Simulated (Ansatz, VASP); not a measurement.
One calculation of Ba, two programs

```
Ba
1.0
    -2.51250    2.51250    2.51250
     2.51250   -2.51250    2.51250
     2.51250    2.51250   -2.51250
Ba
1
Direct
  0.00000 0.00000 0.00000
```

Alike in both runs: task single point; functional PBE; k mesh 6 × 6 × 6; occupations gaussian, width 0.1 eV; no spin polarisation.

|  | VASP | Ansatz |
| --- | --- | --- |
| version | VASP 6.6.1 | Ansatz 0.2.0 |
| potentials or method | VASP PAW PBE potentials, release 64 (Ba_sv), cutoff 520 eV | scalar-relativistic, plane waves, PAW |
| valence electrons in the cell | 10 | 10 |

|  | VASP | Ansatz | Ansatz less VASP |
| --- | --- | --- | --- |
| gap on the k mesh at the Fermi level (eV) | none | none | - |
| pressure (GPa) | 0.1 | 0.1 | -0.06 |

A gap of «none» marks a metal or a gap that the smearing closes. With one functional, cell and mesh, what is left measures potentials, basis and numerics.

Spin-orbit coupling is off throughout.
